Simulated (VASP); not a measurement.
# BN (ae) (F-43m) in VASP: further runs

The runs below take BN (ae) through single point, relaxation of cell and atoms, with PBE.

All numbers are computed with VASP 6.6.1; they aren't measurements. Logs are shortened: lines on timing, memory, paths and dates and some standing lists are left out, and cuts for length are marked.

### 1 The cell of the first run

Symmetry: F-43m, No. 216, cubic system. Conventional cell: a = 3.696 Å, b = 3.696 Å, c = 3.696 Å, α = 90.00°, β = 90.00°, γ = 90.00°. Within 2.1 Å of B (site symmetry -43m) lie 4 N at 1.60 Å. N (site symmetry -43m) has 4 B at 1.60 Å within 2.1 Å.

### 2 Single point, PBE (volume scaled by 1.06)

INCAR

```
SYSTEM = BN
PREC = Accurate
ENCUT = 600
EDIFF = 1E-6
ISMEAR = 0
SIGMA = 0.02
LREAL = .FALSE.
LASPH = .TRUE.
NELM = 120
ALGO = Normal
ISIF = 2
LWAVE = .FALSE.
LCHARG = .TRUE.
GGA = PE
LELF = .TRUE.
LVHAR = .TRUE.
NBANDS = 11
GGA_COMPAT = .FALSE.
```

KPOINTS

```
Automatic mesh
0
G
  12 12 12
  0 0 0
```

POSCAR

```
BN
1.0
    0.0000000000      1.8478303480      1.8478303480
    1.8478303480      0.0000000000      1.8478303480
    1.8478303480      1.8478303480      0.0000000000
B N
1 1
Direct
    0.0000000000      0.0000000000      0.0000000000
    0.2500000000      0.2500000000      0.2500000000
```

Potentials or basis: VASP PAW PBE potentials, release 64 (B, N).

Launch:

```console
$ cat potpaw_PBE.64/B/POTCAR potpaw_PBE.64/N/POTCAR > POTCAR
$ mpirun -np 1 vasp_std > vasp.out
```

OUTCAR:

```text
SYSTEM = BN
   PREC = Accurate
   ENCUT = 600
   EDIFF = 1E-6
   ISMEAR = 0
   LREAL = .FALSE.
   LASPH = .TRUE.
   NELM = 120
   ISIF = 2
   GGA = PE

 ion  position               nearest neighbor table
   1  0.000  0.000  0.000-   2 1.60   2 1.60   2 1.60   2 1.60
   2  0.250  0.250  0.250-   1 1.60   1 1.60   1 1.60   1 1.60

  LATTYP: Found a face centered cubic cell.
 ALAT       =     3.6956606960

  Lattice vectors:

 A1 = (   0.0000000000,   1.8478303480,   1.8478303480)
 A2 = (   1.8478303480,   0.0000000000,   1.8478303480)
 A3 = (   1.8478303480,   1.8478303480,   0.0000000000)

Analysis of symmetry for initial positions (statically):
=====================================================================
 Subroutine PRICEL returns:
 Original cell was already a primitive cell.

 Routine SETGRP: Setting up the symmetry group for a
 face centered cubic supercell.

 Subroutine GETGRP returns: Found 24 space group operations
 (whereof 24 operations were pure point group operations)
 out of a pool of 48 trial point group operations.

The static configuration has the point symmetry T_d .

Analysis of symmetry for dynamics (positions and initial velocities):
=====================================================================
 Subroutine PRICEL returns:
 Original cell was already a primitive cell.

 Routine SETGRP: Setting up the symmetry group for a
 face centered cubic supercell.

 Subroutine GETGRP returns: Found 24 space group operations
 (whereof 24 operations were pure point group operations)
 out of a pool of 48 trial point group operations.

The dynamic configuration has the point symmetry T_d .

 Subroutine INISYM returns: Found 24 space group operations
 (whereof 24 operations are pure point group operations),
 and found     1 'primitive' translations

----------------------------------------------------------------------------------------

                                     Primitive cell

  volume of cell :      12.6187

  direct lattice vectors                    reciprocal lattice vectors
     0.000000000  1.847830348  1.847830348    -0.270587611  0.270587611  0.270587611
     1.847830348  0.000000000  1.847830348     0.270587611 -0.270587611  0.270587611
     1.847830348  1.847830348  0.000000000     0.270587611  0.270587611 -0.270587611

  length of vectors
     2.613226739  2.613226739  2.613226739     0.468671491  0.468671491  0.468671491

  position of ions in fractional coordinates (direct lattice)
     0.000000000  0.000000000  0.000000000
     0.250000000  0.250000000  0.250000000

  ion indices of the primitive-cell ions
   primitive index   ion index
                 1           1
                 2           2

----------------------------------------------------------------------------------------

 KPOINTS: Automatic mesh

Automatic generation of k-mesh.
 Grid dimensions read from file:
 generate k-points for:   12   12   12

 Generating k-lattice:

  Cartesian coordinates                     Fractional coordinates (reciprocal lattice)
    -0.022548968  0.022548968  0.022548968     0.083333333  0.000000000  0.000000000
     0.022548968 -0.022548968  0.022548968     0.000000000  0.083333333  0.000000000
     0.022548968  0.022548968 -0.022548968     0.000000000  0.000000000  0.083333333

  Length of vectors
     0.039055958  0.039055958  0.039055958

  Shift w.r.t. Gamma in fractional coordinates (k-lattice)
     0.000000000  0.000000000  0.000000000

 Subroutine IBZKPT returns following result:
 ===========================================

 Found     72 irreducible k-points:

 Following reciprocal coordinates:
            Coordinates               Weight
  0.000000  0.000000  0.000000      1.000000
  0.083333  0.000000  0.000000      8.000000
  0.166667  0.000000  0.000000      8.000000
  0.250000  0.000000  0.000000      8.000000
  0.333333  0.000000  0.000000      8.000000
  0.416667  0.000000  0.000000      8.000000
[... 16 lines left out ...]
  0.500000  0.166667  0.000000     24.000000
 -0.416667  0.166667  0.000000     24.000000
 [... further k-points ...]
   k-points           NKPTS =     72   k-points in BZ     NKDIM =     72   number of bands    NBANDS=     11
   number of dos      NEDOS =    301   number of ions     NIONS =      2
   total plane-waves  NPLWV =  13824
   dimension x,y,z NGX =    24 NGY =   24 NGZ =   24
   dimension x,y,z NGXF=    48 NGYF=   48 NGZF=   48
   ions per type =               1   1
   NGX,Y,Z   is equivalent  to a cutoff of  15.27, 15.27, 15.27 a.u.
   NGXF,Y,Z  is equivalent  to a cutoff of  30.54, 30.54, 30.54 a.u.
 SYSTEM =  BN
   PREC   = accura    normal or accurate (medium, high low for compatibility)
   ISTART =      0    job   : 0-new  1-cont  2-samecut
   ICHARG =      2    charge: 1-file 2-atom 10-const
   ISPIN  =      1    spin polarized calculation?
   LNONCOLLINEAR =      F non collinear calculations
   LSORBIT =      F    spin-orbit coupling
   LASPH  =      T    aspherical Exc in radial PAW
   ENCUT  =  600.0 eV  44.10 Ry    6.64 a.u.   5.22  5.22  5.22*2*pi/ulx,y,z
   NELM   =    120;   NELMIN=  2; NELMDL= -5     # of ELM steps
   EDIFF  = 0.1E-05   stopping-criterion for ELM
   LREAL  =      F    real-space projection
   EDIFFG = 0.1E-04   stopping-criterion for IOM
   NSW    =      0    number of steps for IOM
   IBRION =     -1    ionic relax: 0-MD 1-quasi-New 2-CG
   NFREE  =      0    steps in history (QN), initial steepest desc. (CG)
   ISIF   =      2    stress and relaxation
   ISYM   =      2    0-nonsym 1-usesym 2-fastsym
   POTIM  = 0.5000    time-step for ionic-motion
   TEBEG  =    0.0;   TEEND  =   0.0 temperature during run
   PSTRESS=    0.0 pullay stress
   NELECT =       8.0000    total number of electrons
   NUPDOWN=      -1.0000    fix difference up-down
   EMIN   =  10.00;   EMAX   =-10.00  energy-range for DOS
   EFERMI =   0.00;   METHOD = LEGACY
   ISMEAR =     0;   SIGMA  =   0.02  broadening in eV -4-tet -1-fermi 0-gaus
   EFERMI_NEDOS =   21; number of points for ismear=-14 and -15
   IALGO  =     38    algorithm
   IMIX   =      4    mixing-type and parameters
     AMIX     =   0.40;   BMIX     =  1.00
     AMIX_MAG =   1.60;   BMIX_MAG =  1.00
  volume/ion in A,a.u.               =       6.31        42.58
  Fermi-wavevector in a.u.,A,eV,Ry     =   1.406369  2.657653 26.910620  1.977875
  Thomas-Fermi vector in A             =   2.528737
   LORBIT       =      0    0 simple, 1 ext, 2 COOP (PROOUT), +10 PAW based schemes
   GGA     = PE    functional components
   LHFCALC =     F    Hartree Fock is set to
   AEXX    =    0.0000 exact exchange contribution
   IVDW    =     0    specifies the selected vdW correction
   LEPSILON=     F    determine dielectric tensor
   LRPA    =     F    only Hartree local field effects (RPA)
 non-spin polarized calculation
 Gauss-broadening in eV      SIGMA  =   0.02
  energy-cutoff  :      600.00
  volume of cell :       12.62
 maximum number of plane-waves:       444
 NGX is ok and might be reduce to    24
   NGX = 11   NGY = 11   NGZ = 11

 number of electron       8.0000000 magnetization

 Free energy of the ion-electron system (eV)
  ---------------------------------------------------
  ext. energy  EPLUGINS =         0.00000000
  ---------------------------------------------------
  free energy    TOTEN  =       -17.41093098 eV

  energy without entropy =      -17.41093098  energy(sigma->0) =      -17.41093098

 E-fermi :   6.7092     XC(G=0): -12.4982

 val. band max:        6.6090882969   @ k =   0.0000   0.0000   0.0000
 cond. band min:      10.9946517216   @ k =   0.5000   0.5000   0.0000
 fundamental gap:      4.3855634247
 Fermi energy:         6.7091777582

 k-point     1 :       0.0000    0.0000    0.0000
  band No.  band energies     occupation
      1     -12.8888      2.00000
      2       6.6091      2.00000
      3       6.6091      2.00000
      4       6.6091      2.00000
      5      15.1141      0.00000
      6      15.1141      0.00000
      7      15.1141      0.00000
      8      15.9029      0.00000
      9      30.1403      0.00000
     10      33.5821      0.00000
     11      33.5821      0.00000

 k-point     2 :       0.0833    0.0000    0.0000
  band No.  band energies     occupation
      1     -12.7289      2.00000
      2       5.7337      2.00000
      3       6.4412      2.00000
      4       6.4412      2.00000
      5      15.2047      0.00000
      6      15.3685      0.00000
      7      15.3685      0.00000
      8      16.5467      0.00000
      9      30.0615      0.00000
     10      31.4863      0.00000
     11      31.4863      0.00000

 k-point     3 :       0.1667    0.0000    0.0000
  band No.  band energies     occupation
      1     -12.2557      2.00000
      2       3.7285      2.00000
      3       6.0310      2.00000
      4       6.0310      2.00000
      5      15.3690      0.00000
      6      15.9638      0.00000
      7      15.9638      0.00000
      8      17.9447      0.00000
      9      29.7206      0.00000
     10      30.0024      0.00000
     11      30.0024      0.00000

 k-point     4 :       0.2500    0.0000    0.0000
  band No.  band energies     occupation
      1     -11.4942      2.00000
      2       1.3834      2.00000
      3       5.5552      2.00000
      4       5.5552      2.00000
      5      15.5632      0.00000
      6      16.5450      0.00000
      7      16.5450      0.00000
      8      19.3265      0.00000
      9      29.2320      0.00000
     10      29.5923      0.00000
     11      29.5923      0.00000
[... 239 lines left out ...]
 k-point    22 :       0.4167    0.1667    0.0000
  band No.  band energies     occupation
      1      -9.6766      2.00000
      2      -1.1638      2.00000
      3       3.6283      2.00000
      4       3.8496      2.00000
      5      14.7795      0.00000
      6      18.2391      0.00000
      7      18.9336      0.00000
      8      19.7161      0.00000
      9      26.2190      0.00000
     10      31.5999      0.00000
     11      34.0423      0.00000

 k-point    23 :       0.5000    0.1667    0.0000
  band No.  band energies     occupation
      1      -8.8023      2.00000
      2      -2.5959      2.00000
      3       3.0771      2.00000
      4       3.9151      2.00000
      5      15.1363      0.00000
      6      18.1609      0.00000
      7      18.7239      0.00000
      8      20.9083      0.00000
      9      26.5868      0.00000
     10      31.7393      0.00000
     11      33.2496      0.00000

 k-point    24 :      -0.4167    0.1667    0.0000
  band No.  band energies     occupation
      1      -8.6397      2.00000
      2      -2.8366      2.00000
      3       2.7017      2.00000
      4       4.2082      2.00000
      5      15.5703      0.00000
      6      18.0147      0.00000
      7      18.3561      0.00000
      8      21.4509      0.00000
      9      26.8675      0.00000
     10      31.1552      0.00000
     11      31.9966      0.00000

 [... further k-points ...]

------------------------ aborting loop because EDIFF is reached ----------------------------------------

  FORCE on cell =-STRESS in cart. coord.  units (eV):
  Direction    XX          YY          ZZ          XY          YZ          ZX
  --------------------------------------------------------------------------------------
  -------------------------------------------------------------------------------------
  Total       -1.5418534     -1.5418534     -1.5418534      0.0000000      0.0000000      0.0000000
  in kB     -195.7660516   -195.7660516   -195.7660516      0.0000000      0.0000000      0.0000000
  external PRESSURE =    -195.7660516 kB  Pullay stress =       0.0000000 kB

 VOLUME and BASIS-vectors are now :
 -----------------------------------------------------------------------------
  energy-cutoff  :      600.00
  volume of cell :       12.62
      direct lattice vectors                 reciprocal lattice vectors
     0.000000000  1.847830348  1.847830348    -0.270587611  0.270587611  0.270587611
     1.847830348  0.000000000  1.847830348     0.270587611 -0.270587611  0.270587611
     1.847830348  1.847830348  0.000000000     0.270587611  0.270587611 -0.270587611

 POSITION                                       TOTAL-FORCE (eV/Angst)
 -----------------------------------------------------------------------------------
      0.00000      0.00000      0.00000         0.000000     -0.000000      0.000000
      0.92392      0.92392      0.92392        -0.000000      0.000000     -0.000000
 -----------------------------------------------------------------------------------
    total drift:                                0.000000      0.000000      0.000000

  FREE ENERGIE OF THE ION-ELECTRON SYSTEM (eV)
  ---------------------------------------------------
  free  energy   TOTEN  =       -17.4109309789 eV

  energy  without entropy=      -17.4109309789  energy(sigma->0) =      -17.41093098
```

Run time: 5.8 s. Hardware: 1 thread of Intel Xeon 6975P-C (Granite Rapids), shared host; peak memory 0.14 GiB.

Results:

| Quantity | Value |
| --- | --- |
| Free energy | -17.4109 eV |
| Pressure | -19.6 GPa |
| Band gap on the k mesh | 4.39 eV, indirect (least direct gap 8.51 eV) |

Caveat: the cell differs from its parent crystal (volume scaled by 1.06).

### 3 Single point, PBE (volume scaled by 1.09)

INCAR

```
ALGO = Normal
EDIFF = 1E-6
ENCUT = 600
GGA = PE
GGA_COMPAT = F
ISIF = 2
ISMEAR = 0
LASPH = T
LCHARG = F
LREAL = F
LWAVE = F
NBANDS = 11
NELM = 120
PREC = Accurate
SIGMA = 0.02
```

KPOINTS

```
k-points
0
Gamma
  12 12 12
```

POSCAR

```
BN
1.0
    0.0000000000      1.8651007915      1.8651007915
    1.8651007915      0.0000000000      1.8651007915
    1.8651007915      1.8651007915      0.0000000000
B N
1 1
Direct
    0.0000000000      0.0000000000      0.0000000000
    0.2500000000      0.2500000000      0.2500000000
```

Potentials or basis: VASP PAW PBE potentials, release 64 (B, N).

Launch:

```console
$ cat potpaw_PBE.64/B/POTCAR potpaw_PBE.64/N/POTCAR > POTCAR
$ mpirun -np 1 vasp_std > vasp.out
```

Wall time 6.4 s (1 thread of Intel Xeon 6975P-C (Granite Rapids), shared host); peak memory 0.13 GiB.

The run converged. Its results:

```yaml
Free_energy: -17.3592 eV
Pressure: -27.5 GPa
Band_gap_on_the_k_mesh: 4.35 eV, indirect (least direct gap 8.37 eV)
```

Levels at points of the mesh, in eV from the valence-band top:
```
           k point  band 1  band 2  band 3  band 4  band 5  band 6  band 7  band 8
(0.00, 0.00, 0.00)  -19.20    0.00    0.00    0.00    8.37    8.37    8.37    8.86
(0.50, 0.00, 0.00)  -15.42   -9.86   -1.77   -1.77    8.95   10.18   10.18   14.29
(0.50, 0.50, 0.00)  -14.18   -8.33   -4.46   -4.46    4.35    8.69   16.52   16.52
```

Caveat: the cell differs from its parent crystal (volume scaled by 1.09). A k mesh can miss the band edges.

### 4 Relaxation of cell and atoms, PBE

This run uses another cell than the first one, of 6.02 Å³/atom, 0.955 times its volume.

INCAR

```
SYSTEM = BN
PREC = Accurate
ENCUT = 600
EDIFF = 1E-7
ISMEAR = 0
SIGMA = 0.02
LREAL = .FALSE.
LASPH = .TRUE.
NELM = 120
ALGO = Normal
ISIF = 3
LWAVE = .FALSE.
LCHARG = .FALSE.
GGA = PE
IBRION = 2
NSW = 50
EDIFFG = -0.003
GGA_COMPAT = .FALSE.
NELMIN = 4
```

KPOINTS

```
regular mesh
0
G
  12 12 12
  0 0 0
```

POSCAR

```
BN
1.0
    0.0000000000      1.8195759395      1.8195759395
    1.8195759395      0.0000000000      1.8195759395
    1.8195759395      1.8195759395      0.0000000000
B N
1 1
Direct
    0.0000000000      0.0000000000      0.0000000000
    0.2500000000      0.2500000000      0.2500000000
```

Launch:

```console
$ cat potpaw_PBE.64/B/POTCAR potpaw_PBE.64/N/POTCAR > POTCAR
$ mpirun -np 1 vasp_std > vasp.out
```

Run time: 9.4 s. Hardware: 1 thread of Intel Xeon 6975P-C (Granite Rapids), shared host; peak memory 0.13 GiB.

It converged, with:

```yaml
Free_energy: -17.4550 eV
Relaxed_volume: 5.95 Å³/atom
Relaxed_cell: a = 2.563 Å, b = 2.563 Å, c = 2.563 Å, α = 60.00°, β = 60.00°, γ = 60.00°
Space_group_after_relaxing_to_0.05_Å: F-43m (No. 216)
Energy_gained_by_relaxing: 1.0 meV/atom
Ionic_steps: 3
Pressure_after_relaxing: 0.0 GPa
Band_gap_on_the_k_mesh: 4.45 eV, indirect (least direct gap 8.78 eV)
```

The path:
```tsv
step	energy change (eV)	largest force (eV/Å)	pressure (GPa)	volume (Å³)
1	0.0000	0.0000	-4.42	12.05
2	0.0000	0.0000	4.60	11.76
3	-0.0020	0.0000	0.00	11.90
```

Final structure:
```
B N
1.0
     0.00000    1.81226    1.81226
     1.81226    0.00000    1.81226
     1.81226    1.81226    0.00000
B N
1 1
Direct
  0.00000 0.00000 0.00000
  0.25000 0.25000 0.25000
```

Levels at points of the mesh, in eV from the valence-band top:
```tsv
k point	band 1	band 2	band 3	band 4	band 5	band 6	band 7	band 8
(0.00, 0.00, 0.00)	-20.14	0.00	0.00	0.00	8.78	8.78	8.78	10.22
(0.50, 0.00, 0.00)	-15.96	-10.62	-1.93	-1.93	10.04	10.66	10.66	15.18
(0.50, 0.50, 0.00)	-14.61	-8.86	-4.87	-4.87	4.45	9.19	17.80	17.80
```

A k mesh can miss the band edges. As with any semilocal functional, this PBE gap is likely too small.

### 5 The runs side by side

```tsv
task	cell	gap on the mesh (eV)	pressure (GPa)
single point	a = 2.613 Å, angles 60.0°, 2 atoms	4.39	-19.6
single point	a = 2.638 Å, angles 60.0°, 2 atoms	4.35	-27.5
relaxation of cell and atoms	relaxed from a = 2.573 Å, angles 60.0°, 2 atoms	4.45	0.0
```

Alike in all rows: level PBE; potentials or basis VASP PAW PBE potentials, release 64 (B, N); no spin polarisation; k mesh 12 × 12 × 12; cutoff (eV) 600; smearing gaussian 0.02 eV.

Absolute energies hang on the potentials; compare differences alone.
